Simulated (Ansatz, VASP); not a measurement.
# CuF3 in VASP and in Ansatz

```
Cu F
1.0
     3.76477    0.00000    0.00000
     0.00000    3.76477    0.00000
     0.00000    0.00000    3.76477
Cu F
1 3
Cartesian
  0.0000 0.0000 0.0000
  1.8824 0.0000 0.0000
  0.0000 0.0000 1.8824
  0.0000 1.8824 0.0000
```

Alike in both runs: task single point; functional PBE; k mesh 5 × 5 × 5; occupations gaussian, width 0.05 eV; collinear spin; Hubbard terms Cu d U = 8.0 eV, J = 0.5 eV.

|  | VASP | Ansatz |
| --- | --- | --- |
| version | VASP 6.6.1 | Ansatz 0.2.0 |
| potentials or method | VASP PAW PBE potentials, release 64 (Cu, F), cutoff 600 eV | scalar-relativistic, plane waves, PAW |
| valence electrons in the cell | 32 | 40 |

|  | VASP | Ansatz | Ansatz less VASP |
| --- | --- | --- | --- |
| gap on the k mesh at the Fermi level (eV) | none | none | - |
| pressure (GPa) | 0.9 | 6.4 | +5.47 |
| traceless stress, the component that is largest in VASP (GPa) | 0.00 | -3.22 | -3.218 |
| net moment per atom (μB) | 0.50 | 0.29 | -0.206 |
| size of the moment on the site where the two differ most (μB) | 1.32 | 0.89 | -0.425 |

The net moments are unlike, so the other rows may belong to different states. Site moments also hang on the region over which each program counts them. The programs project onto different local orbitals, so the same U acts differently, and such runs can settle in different states. A gap of «none» marks a metal or a gap that the smearing closes. VASP's potentials hold 32 valence electrons a cell and Ansatz's 40, so a difference there can come from the potentials and not from the codes. Ansatz's warnings: filled band counts differ across k points, specified occupation not kept, symmetry narrowed by occupation matrices.
